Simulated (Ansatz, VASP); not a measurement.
**Mo6H in VASP and in Ansatz**

```
H Mo
1.0
     3.00254    0.00000    0.00000
    -1.50127    2.60027    0.00000
     0.00000    0.00000   12.64175
H Mo
1 6
Direct
  0.00000 0.00000 0.00000
  0.66667 0.33333 0.41920
  0.33333 0.66667 0.58080
  0.33333 0.66667 0.08981
  0.66667 0.33333 0.91019
  0.00000 0.00000 0.74264
  0.00000 0.00000 0.25736
```

Alike in both runs: task single point; functional PBE; k mesh 6 × 6 × 2; occupations gaussian, width 0.1 eV; collinear spin.

|  | VASP | Ansatz |
| --- | --- | --- |
| version | VASP 6.6.1 | Ansatz 0.2.0 |
| potentials or method | VASP PAW PBE potentials, release 64 (H, Mo_sv), cutoff 520 eV | scalar-relativistic, plane waves, PAW |
| valence electrons in the cell | 85 | 85 |

Ansatz gave:

- gap on the k mesh at the Fermi level (eV): none
- pressure (GPa): -0.1
- traceless stress, the component that is largest in VASP (GPa): -1.11
- rms of the force components (eV/Å): 0.023
- net moment per atom (μB): 0.00

Which values does VASP return?

gap on the k mesh at the Fermi level (eV): none; pressure (GPa): 0.3; traceless stress, the component that is largest in VASP (GPa): -1.03; rms of the force components (eV/Å): 0.024; net moment per atom (μB): 0.00.

Atom by atom the forces differ by 0.002 eV/Å (rms over components). A gap of «none» marks a metal or a gap that the smearing closes. Ansatz's warnings: seeded moment not kept.

The k mesh is coarse, so the values compare programs but aren't converged.
